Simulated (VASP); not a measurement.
Input of a VASP 6.6.1 run:

File INCAR:

```
PREC     = Accurate       # precision mode
ENCUT    = 600            # plane-wave cutoff, eV
EDIFF    = 1E-6           # SCF threshold, eV
ISMEAR   = 0              # smearing method
SIGMA    = 0.1            # smearing width, eV
LREAL    = False          # projectors in reciprocal space
LASPH    = True           # aspherical terms in the spheres
NELM     = 150            # most SCF steps
ALGO     = Normal         # electronic algorithm
ISIF     = 3              # what is computed and relaxed
LWAVE    = False          # write WAVECAR
LCHARG   = False          # write CHGCAR
ISPIN    = 2              # spin polarisation
MAGMOM   = 1 -1 0 0 0 0   # initial moments
LORBIT   = 11             # projections on sites
LMAXMIX  = 4              # l up to which the mixer works
GGA      = PE             # functional
IBRION   = 2              # ionic algorithm
NSW      = 90             # ionic steps
EDIFFG   = -0.04          # ionic threshold
```

KPOINTS

```
regular mesh
0
Gamma
  6 6 4
```

POSCAR

```
CuO2
1.0
    3.9250656000      0.0000000000      0.0000000000
   -1.9625328000      3.3992065200      0.0000000000
    0.0000000000      0.0000000000      5.7062739300
Cu O
2 4
Direct
    0.0000000000      0.0000000000      0.5000000000
    0.0000000000      0.0000000000      0.0000000000
    0.3333333300      0.6666666700      0.6215358600
    0.6666666700      0.3333333300      0.6215358600
    0.6666666700      0.3333333300      0.3784641400
    0.3333333300      0.6666666700      0.3784641400
```

Potentials or basis: VASP PAW PBE potentials, release 64 (Cu, O).

The run is started by

```console
$ cat potpaw_PBE.64/Cu/POTCAR potpaw_PBE.64/O/POTCAR > POTCAR
$ mpirun -np 1 vasp_std > vasp.out
```

What does it give for the net moment?

0.00 μB per cell.

Predict the band gap on the k mesh.

0.12 eV, direct.

Predict the relaxed volume.

12.15 Å³/atom.

Forces in eV/Å, atoms in the order of the input:
```
Cu   0.000  0.000  0.000
Cu   0.000  0.000  0.000
O    0.000  0.000  0.013
O    0.000  0.000  0.013
O    0.000  0.000 -0.013
O    0.000  0.000 -0.013
```

A k mesh can miss the band edges.
